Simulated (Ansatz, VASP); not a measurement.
**Zn: VASP beside Ansatz**

INCAR

```
PREC     = Accurate       # precision mode
ENCUT    = 520            # plane-wave cutoff, eV
EDIFF    = 1E-6           # SCF threshold, eV
ISMEAR   = -1             # smearing method
SIGMA    = 0.1            # smearing width, eV
LREAL    = False          # projectors in reciprocal space
LASPH    = True           # aspherical terms in the spheres
NELM     = 60             # most SCF steps
ALGO     = Normal         # electronic algorithm
ISIF     = 2              # what is computed and relaxed
LWAVE    = False          # write WAVECAR
LCHARG   = False          # write CHGCAR
GGA      = CA             # functional
NBANDS   = 19             # bands
```

File KPOINTS:

```
Automatic mesh
0
Gamma
  17 17 9
```

POSCAR

```
Zn
1.0
   -1.9568796850      1.6378080579      1.3135457298
    1.6378080579     -1.9568796850      1.3135457298
    3.3181071592      3.3181071592     -1.8979259992
Zn
2
Direct
    0.9505988317      0.0494011683      1.0000000000
    0.7994011683      0.2005988317      0.5000000000
```

Input for Ansatz:

```yaml
crystal:
  lattice:
    - [-1.956879685, 1.6378080579, 1.3135457298]
    - [1.6378080579, -1.956879685, 1.3135457298]
    - [3.3181071592, 3.3181071592, -1.8979259992]
  atoms:
    - { symbol: Zn, position: [0.9505988317, 0.0494011683, 1.0] }
    - { symbol: Zn, position: [0.7994011683, 0.2005988317, 0.5] }
hamiltonian:
  xc: lda
  pseudopotentials:
    kind: paw
    azcp:
      Zn: "pseudopotentials/Zn.paw.azcp"
basis:
  ecutwfc: 420
  fft_grid_basis: typed
kpoints:
  mp_grid: { grid: [17, 17, 9], shift: [0, 0, 0] }
magnetization:
  spin_polarized: false
scf:
  occupations: { method: fermi_dirac, width: 0.1 }
  lower_state_search: "off"
output:
  stress: true
```

Alike in both runs: task single point; functional LDA; k mesh 17 × 17 × 9; occupations fermi-dirac, width 0.1 eV; no spin polarisation.

```csv
,VASP,Ansatz
version,VASP 6.6.1,Ansatz 0.2.0
potentials or method,"VASP PAW LDA potentials, release 64 (Zn), cutoff 520 eV","plane waves (420 eV) with PAW, scalar-relativistic"
valence electrons in the cell,24,24
```

Ansatz gave:

```
pressure (GPa)                                                : -6.5
traceless stress, the component that is largest in VASP (GPa) : -0.29
```

Estimate VASP's values.

pressure (GPa): -6.0; traceless stress, the component that is largest in VASP (GPa): -0.20.

Ansatz warns that its potentials were made for another functional, while VASP's fit it. LDA's correlation is that of Perdew and Zunger in VASP and of Perdew and Wang (1992) in Ansatz.
